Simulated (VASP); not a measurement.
# KCdCO3F (P-6m2) in VASP: single point with PBE

Aim: the single point of KCdCO3F with PBE.

All numbers are computed with VASP 6.6.1; they aren't measurements. Logs are shortened: lines on timing, memory, paths and dates and some standing lists are left out, and cuts for length are marked.

## Step 1: The cell of the first run

The structure is hexagonal, space group P-6m2 (No. 187). Conventional cell: a = 5.042 Å, b = 5.042 Å, c = 4.424 Å, α = 90.00°, β = 90.00°, γ = 120.00°. K (site symmetry -6m2) has 6 O at 2.75 Å and 3 F at 2.91 Å and 6 C at 3.66 Å and 6 Cd at 3.66 Å within 3.7 Å. Cd (site symmetry -6m2) has 2 F at 2.21 Å and 6 O at 2.53 Å and 3 C at 2.91 Å within 3.0 Å. C (site symmetry -6m2) has 3 O at 1.28 Å within 1.7 Å. O (site symmetry mm2) has 1 C at 1.28 Å within 1.7 Å. Within 3.0 Å of F (site symmetry -6m2) lie 2 Cd at 2.21 Å and 3 K at 2.91 Å.

## Step 2: Single point, PBE

File INCAR:

```
ALGO = Normal ; EDIFF = 1E-6
ENCUT = 700 ; GGA = PE
GGA_COMPAT = False ; ISIF = 2
ISMEAR = -1 ; LASPH = True
LCHARG = True ; LELF = True
LREAL = False ; LVHAR = True
LWAVE = False ; NBANDS = 38
NELM = 120 ; PREC = Accurate
SIGMA = 0.02
```

File KPOINTS:

```
k-points
0
Gamma
  6 6 6
```

File POSCAR:

```
KCdCO3F
1.0
    5.0419290554      0.0000000000      0.0000000000
   -2.5209645277      4.3664386461      0.0000000000
    0.0000000000      0.0000000000      4.4240642867
K Cd C O F
1 1 1 3 1
Direct
    0.0000000000      0.0000000000      0.0000000000
    0.6666666667      0.3333333333      0.5000000000
    0.3333333333      0.6666666667      0.5000000000
    0.1864134963      0.3728269925      0.5000000000
    0.1864134963      0.8135865037      0.5000000000
    0.6271730075      0.8135865037      0.5000000000
    0.6666666667      0.3333333333      0.0000000000
```

Potentials or basis: VASP PAW PBE potentials, release 64 (K_sv, Cd_sv_GW, C, O, F).

Command:

```
$ cat potpaw_PBE.64/K_sv/POTCAR potpaw_PBE.64/Cd_sv_GW/POTCAR potpaw_PBE.64/C/POTCAR potpaw_PBE.64/O/POTCAR potpaw_PBE.64/F/POTCAR > POTCAR
$ mpirun -np 1 vasp_std > vasp.out
```

OUTCAR:

```text
EDIFF = 1E-6
   ENCUT = 700
   GGA = PE
   ISIF = 2
   ISMEAR = -1
   LASPH = True
   LREAL = False
   NELM = 120
   PREC = Accurate

 ion  position               nearest neighbor table
   1  0.000  0.000  0.000-   6 2.75   6 2.75   4 2.75   4 2.75   5 2.75   5 2.75
   2  0.667  0.333  0.500-   7 2.21   7 2.21
   3  0.333  0.667  0.500-   5 1.28   6 1.28   4 1.28
   4  0.186  0.373  0.500-   3 1.28   1 2.75   1 2.75
   5  0.186  0.814  0.500-   3 1.28   1 2.75   1 2.75
   6  0.627  0.814  0.500-   3 1.28   1 2.75   1 2.75
   7  0.667  0.333  0.000-   2 2.21   2 2.21

  LATTYP: Found a hexagonal cell.
 ALAT       =     5.0419290554
 C/A-ratio  =     0.8774546881

  Lattice vectors:

 A1 = (   5.0419290554,   0.0000000000,   0.0000000000)
 A2 = (  -2.5209645277,   4.3664386461,   0.0000000000)
 A3 = (   0.0000000000,   0.0000000000,   4.4240642867)

Analysis of symmetry for initial positions (statically):
=====================================================================
 Subroutine PRICEL returns:
 Original cell was already a primitive cell.

 Routine SETGRP: Setting up the symmetry group for a
 hexagonal supercell.

 Subroutine GETGRP returns: Found 12 space group operations
 (whereof 12 operations were pure point group operations)
 out of a pool of 24 trial point group operations.

The static configuration has the point symmetry D_3h.

Analysis of symmetry for dynamics (positions and initial velocities):
=====================================================================
 Subroutine PRICEL returns:
 Original cell was already a primitive cell.

 Routine SETGRP: Setting up the symmetry group for a
 hexagonal supercell.

 Subroutine GETGRP returns: Found 12 space group operations
 (whereof 12 operations were pure point group operations)
 out of a pool of 24 trial point group operations.

The dynamic configuration has the point symmetry D_3h.

 Subroutine INISYM returns: Found 12 space group operations
 (whereof 12 operations are pure point group operations),
 and found     1 'primitive' translations

----------------------------------------------------------------------------------------

                                     Primitive cell

  volume of cell :      97.3970

  direct lattice vectors                    reciprocal lattice vectors
     5.041929055  0.000000000  0.000000000     0.198336785  0.114509796  0.000000000
    -2.520964528  4.366438646  0.000000000     0.000000000  0.229019593  0.000000000
     0.000000000  0.000000000  4.424064287     0.000000000  0.000000000  0.226036498

  length of vectors
     5.041929055  5.041929055  4.424064287     0.229019593  0.229019593  0.226036498

  position of ions in fractional coordinates (direct lattice)
     0.000000000  0.000000000  0.000000000
     0.666666667  0.333333333  0.500000000
     0.333333333  0.666666667  0.500000000
     0.186413496  0.372826993  0.500000000
     0.186413496  0.813586504  0.500000000
     0.627173007  0.813586504  0.500000000
     0.666666667  0.333333333  0.000000000

  ion indices of the primitive-cell ions
   primitive index   ion index
                 1           1
                 2           2
                 3           3
                 4           4
                 5           5
                 6           6
                 7           7

----------------------------------------------------------------------------------------

 KPOINTS: k-points

Automatic generation of k-mesh.
 Grid dimensions read from file:
 generate k-points for:    6    6    6

 Generating k-lattice:

  Cartesian coordinates                     Fractional coordinates (reciprocal lattice)
     0.033056131  0.019084966  0.000000000     0.166666667  0.000000000  0.000000000
     0.000000000  0.038169932  0.000000000     0.000000000  0.166666667  0.000000000
     0.000000000  0.000000000  0.037672750     0.000000000  0.000000000  0.166666667

  Length of vectors
     0.038169932  0.038169932  0.037672750

  Shift w.r.t. Gamma in fractional coordinates (k-lattice)
     0.000000000  0.000000000  0.000000000

 Subroutine IBZKPT returns following result:
 ===========================================

 Found     28 irreducible k-points:

 Following reciprocal coordinates:
            Coordinates               Weight
  0.000000  0.000000  0.000000      1.000000
  0.166667  0.000000  0.000000      6.000000
  0.333333  0.000000  0.000000      6.000000
  0.500000 -0.000000  0.000000      3.000000
  0.166667  0.166667  0.000000      6.000000
  0.333333  0.166667  0.000000     12.000000
[... 16 lines left out ...]
  0.166667  0.000000  0.500000      6.000000
  0.333333  0.000000  0.500000      6.000000
 [... further k-points ...]
   k-points           NKPTS =     28   k-points in BZ     NKDIM =     28   number of bands    NBANDS=     38
   number of dos      NEDOS =    301   number of ions     NIONS =      7
   total plane-waves  NPLWV =  92160
   dimension x,y,z NGX =    48 NGY =   48 NGZ =   40
   dimension x,y,z NGXF=    96 NGYF=   96 NGZF=   80
   ions per type =               1   1   1   3   1
   NGX,Y,Z   is equivalent  to a cutoff of  15.83, 15.83, 15.03 a.u.
   NGXF,Y,Z  is equivalent  to a cutoff of  31.65, 31.65, 30.06 a.u.
 SYSTEM =  unknown system
   PREC   = accura    normal or accurate (medium, high low for compatibility)
   ISTART =      0    job   : 0-new  1-cont  2-samecut
   ICHARG =      2    charge: 1-file 2-atom 10-const
   ISPIN  =      1    spin polarized calculation?
   LNONCOLLINEAR =      F non collinear calculations
   LSORBIT =      F    spin-orbit coupling
   LASPH  =      T    aspherical Exc in radial PAW
   ENCUT  =  700.0 eV  51.45 Ry    7.17 a.u.  10.88 10.88  9.54*2*pi/ulx,y,z
   NELM   =    120;   NELMIN=  2; NELMDL= -5     # of ELM steps
   EDIFF  = 0.1E-05   stopping-criterion for ELM
   LREAL  =      F    real-space projection
   EDIFFG = 0.1E-04   stopping-criterion for IOM
   NSW    =      0    number of steps for IOM
   IBRION =     -1    ionic relax: 0-MD 1-quasi-New 2-CG
   NFREE  =      0    steps in history (QN), initial steepest desc. (CG)
   ISIF   =      2    stress and relaxation
   ISYM   =      2    0-nonsym 1-usesym 2-fastsym
   POTIM  = 0.5000    time-step for ionic-motion
   TEBEG  =    0.0;   TEEND  =   0.0 temperature during run
   PSTRESS=    0.0 pullay stress
   NELECT =      58.0000    total number of electrons
   NUPDOWN=      -1.0000    fix difference up-down
   EMIN   =  10.00;   EMAX   =-10.00  energy-range for DOS
   EFERMI =   0.00;   METHOD = LEGACY
   ISMEAR =    -1;   SIGMA  =   0.02  broadening in eV -4-tet -1-fermi 0-gaus
   EFERMI_NEDOS =   21; number of points for ismear=-14 and -15
   IALGO  =     38    algorithm
   IMIX   =      4    mixing-type and parameters
     AMIX     =   0.40;   BMIX     =  1.00
     AMIX_MAG =   1.60;   BMIX_MAG =  1.00
  volume/ion in A,a.u.               =      13.91        93.90
  Fermi-wavevector in a.u.,A,eV,Ry     =   1.377323  2.602762 25.810488  1.897017
  Thomas-Fermi vector in A             =   2.502486
   LORBIT       =      0    0 simple, 1 ext, 2 COOP (PROOUT), +10 PAW based schemes
   GGA     = PE    functional components
   LHFCALC =     F    Hartree Fock is set to
   AEXX    =    0.0000 exact exchange contribution
   IVDW    =     0    specifies the selected vdW correction
   LEPSILON=     F    determine dielectric tensor
   LRPA    =     F    only Hartree local field effects (RPA)
 non-spin polarized calculation
  energy-cutoff  :      700.00
  volume of cell :       97.40
 maximum number of plane-waves:      4128
 NGX is ok and might be reduce to    48
   NGX = 21   NGY = 21   NGZ = 19

 number of electron      57.9999991 magnetization

 Free energy of the ion-electron system (eV)
  ---------------------------------------------------
  ext. energy  EPLUGINS =         0.00000000
  ---------------------------------------------------
  free energy    TOTEN  =       -39.88641978 eV

  energy without entropy =      -39.88641978  energy(sigma->0) =      -39.88641978

 E-fermi :   1.7182     XC(G=0):  -9.5223

 val. band max:        0.9656615146   @ k =   0.0000   0.0000   0.5000
 cond. band min:       2.9902339998   @ k =   0.0000   0.0000   0.0000
 fundamental gap:      2.0245724852
 Fermi energy:         1.7182369858

 k-point     1 :       0.0000    0.0000    0.0000
  band No.  band energies     occupation
      1     -99.4890      2.00000
      2     -60.5803      2.00000
      3     -60.5803      2.00000
      4     -60.5746      2.00000
      5     -26.6671      2.00000
      6     -21.0693      2.00000
[... 30 lines left out ...]
     37      11.4840      0.00000
     38      12.3162      0.00000

 k-point     2 :       0.1667    0.0000    0.0000
  band No.  band energies     occupation
      1     -99.4890      2.00000
      2     -60.5803      2.00000
      3     -60.5803      2.00000
      4     -60.5746      2.00000
      5     -26.6659      2.00000
      6     -21.0528      2.00000
[... 30 lines left out ...]
     37      11.5132      0.00000
     38      11.5520      0.00000

 k-point     3 :       0.3333    0.0000    0.0000
  band No.  band energies     occupation
      1     -99.4890      2.00000
      2     -60.5803      2.00000
      3     -60.5803      2.00000
      4     -60.5746      2.00000
      5     -26.6637      2.00000
      6     -21.0164      2.00000
[... 30 lines left out ...]
     37      11.2740      0.00000
[... 781 lines left out ...]
 k-point    23 :       0.1667    0.0000    0.5000
  band No.  band energies     occupation
      1     -99.4890      2.00000
      2     -60.5803      2.00000
      3     -60.5802      2.00000
      4     -60.5748      2.00000
      5     -26.6570      2.00000
      6     -21.0388      2.00000
[... 30 lines left out ...]
     37      11.2678      0.00000
     38      12.4917      0.00000

 k-point    24 :       0.3333    0.0000    0.5000
  band No.  band energies     occupation
      1     -99.4890      2.00000
      2     -60.5803      2.00000
      3     -60.5803      2.00000
      4     -60.5748      2.00000
      5     -26.6555      2.00000
      6     -21.0022      2.00000
[... 30 lines left out ...]
     37      11.5047      0.00000
     38      11.8512      0.00000

 [... further k-points ...]

------------------------ aborting loop because EDIFF is reached ----------------------------------------

  FORCE on cell =-STRESS in cart. coord.  units (eV):
  Direction    XX          YY          ZZ          XY          YZ          ZX
  --------------------------------------------------------------------------------------
  -------------------------------------------------------------------------------------
  Total        3.1420092      3.1420092      1.6859174     -0.0000000     -0.0000000      0.0000000
  in kB       51.6859510     51.6859510     27.7332870     -0.0000000     -0.0000000      0.0000000
  external PRESSURE =      43.7017297 kB  Pullay stress =       0.0000000 kB

 VOLUME and BASIS-vectors are now :
 -----------------------------------------------------------------------------
  energy-cutoff  :      700.00
  volume of cell :       97.40
      direct lattice vectors                 reciprocal lattice vectors
     5.041929055  0.000000000  0.000000000     0.198336785  0.114509796  0.000000000
    -2.520964528  4.366438646  0.000000000     0.000000000  0.229019593  0.000000000
     0.000000000  0.000000000  4.424064287     0.000000000  0.000000000  0.226036498

 POSITION                                       TOTAL-FORCE (eV/Angst)
 -----------------------------------------------------------------------------------
      0.00000      0.00000      0.00000         0.000000      0.000000      0.000000
      2.52096      1.45548      2.21203        -0.000000      0.000000      0.000000
     -0.00000      2.91096      2.21203        -0.000000      0.000000      0.000000
      0.00000      1.62793      2.21203         0.000000     -0.719289      0.000000
     -1.11114      3.55248      2.21203        -0.622923      0.359645     -0.000000
      1.11114      3.55248      2.21203         0.622923      0.359645     -0.000000
      2.52096      1.45548      0.00000         0.000000      0.000000      0.000000
 -----------------------------------------------------------------------------------
    total drift:                               -0.000003      0.000002      0.000000

  FREE ENERGIE OF THE ION-ELECTRON SYSTEM (eV)
  ---------------------------------------------------
  free  energy   TOTEN  =       -39.8864197823 eV

  energy  without entropy=      -39.8864197823  energy(sigma->0) =      -39.88641978
```

Run time: 97 s. Hardware: 1 thread of AMD EPYC 9R45 (Zen 5), shared host; peak memory 0.39 GiB.

Results:

- Free energy: -39.8864 eV
- Pressure: 4.4 GPa
- Largest force: 0.719 eV/Å
- Band gap on the k mesh: 2.02 eV

Forces in eV/Å, atoms in the order of the input:
```
K    0.000  0.000  0.000
Cd   0.000  0.000  0.000
C    0.000  0.000  0.000
O    0.000 -0.719  0.000
O   -0.623  0.360  0.000
O    0.623  0.360  0.000
F    0.000  0.000  0.000
```

Caveat: the cell stands under pressure.
